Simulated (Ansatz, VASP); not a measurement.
**Two plane-wave programs on Nb**

File POSCAR:

```
Nb
1.0
    2.7196400000      0.0000000000      0.0000000000
    0.0000000000      2.7196400000      0.0000000000
    0.0000000000      0.0000000000      2.7196400000
Nb
1
Direct
    0.5000000000      0.5000000000      0.5000000000
```

INCAR.step1

```
SYSTEM = Nb
ALGO     = Normal         ! electronic algorithm
EDIFF    = 1E-5           ! SCF threshold, eV
ENCUT    = 600            ! plane-wave cutoff, eV
GGA      = PE             ! functional
ISMEAR   = -1             ! smearing method
LASPH    = .True.         ! aspherical terms in the spheres
LCHARG   = .False.        ! write CHGCAR
LREAL    = .False.        ! projectors in reciprocal space
LWAVE    = .True.         ! write WAVECAR
NBANDS   = 12             ! bands
NELM     = 100            ! most SCF steps
PREC     = Accurate       ! precision mode
SIGMA    = 0.05           ! smearing width, eV
```

File INCAR.step2:

```
SYSTEM = Nb
AEXX     = 0.25           ! exact-exchange fraction
ALGO     = Normal         ! electronic algorithm
EDIFF    = 1E-7           ! SCF threshold, eV
EDIFFG   = -0.01          ! ionic threshold
ENCUT    = 600            ! plane-wave cutoff, eV
GGA      = PS             ! functional
HFSCREEN = 0.207          ! screening, 1/A
IBRION   = 2              ! ionic algorithm
ISIF     = 3              ! what is computed and relaxed
ISMEAR   = -1             ! smearing method
ISTART   = 1            
LASPH    = .True.         ! aspherical terms in the spheres
LCHARG   = .False.        ! write CHGCAR
LHFCALC  = .True.         ! exact exchange
LREAL    = .False.        ! projectors in reciprocal space
LWAVE    = .False.        ! write WAVECAR
NELM     = 100            ! most SCF steps
NSW      = 60             ! ionic steps
PREC     = Accurate       ! precision mode
PRECFOCK = Normal       
SIGMA    = 0.05           ! smearing width, eV
```

Contents of KPOINTS:

```
k-points
0
Gamma
  5 5 5
  0 0 0
```

Contents of input:

```
crystal:
  lattice:
    - [2.71964, 0.0, 0.0]
    - [0.0, 2.71964, 0.0]
    - [0.0, 0.0, 2.71964]
  atoms:
    - { symbol: Nb, position: [0.5, 0.5, 0.5] }
hamiltonian:
  xc:
    exchange: hjs_pbesol
    correlation: pbesol
    exx: { coeff: 0.25, omega: 0.207 }
  pseudopotentials: { kind: paw }
kpoints:
  mp_grid: { grid: [5, 5, 5] }
scf:
  occupations: { method: fermi_dirac, width: 0.05 }
output:
  forces: true
  stress: true
  eigenvalues: true
  write_density: true
  write_potential: true
  elf: true
  volumetric_format: npy
relax:
  f_tol: 0.01
  max_steps: 40
  cell: { stress_tol: 0.05 }
```

Alike in both runs: task relaxation of cell and atoms; functional PBEsol-based screened hybrid; k mesh 5 × 5 × 5; occupations fermi-dirac, width 0.05 eV; no spin polarisation.

|  | VASP | Ansatz |
| --- | --- | --- |
| version | VASP 6.6.1 | Ansatz 0.2.0 |
| potentials or method | VASP PAW PBE potentials, release 64 (Nb_sv) | Ansatz PAW |
| plane-wave cutoff (eV) | 600 | 420 |
| valence electrons in the cell | 13 | 13 |

VASP gave:

```
gap on the k mesh at the Fermi level, each at its own relaxed structure (eV) : none
relaxed volume (Å³/atom)                                                     : 20.38
relaxed cell length with the largest relative difference (Å)                 : 2.731
```

Which values does Ansatz return?

gap on the k mesh at the Fermi level, each at its own relaxed structure (eV): none; relaxed volume (Å³/atom): 20.40; relaxed cell length with the largest relative difference (Å): 2.732.

VASP's potentials were made for PBE, not for PBEsol-based screened hybrid. A gap of «none» marks a metal or a gap that the smearing closes.

The k mesh is coarse, so the values compare programs but aren't converged. Noted on Ansatz's run: the plane-wave basis is chosen anew once the cell has moved, so the energies of steps on either side of that aren't comparable.
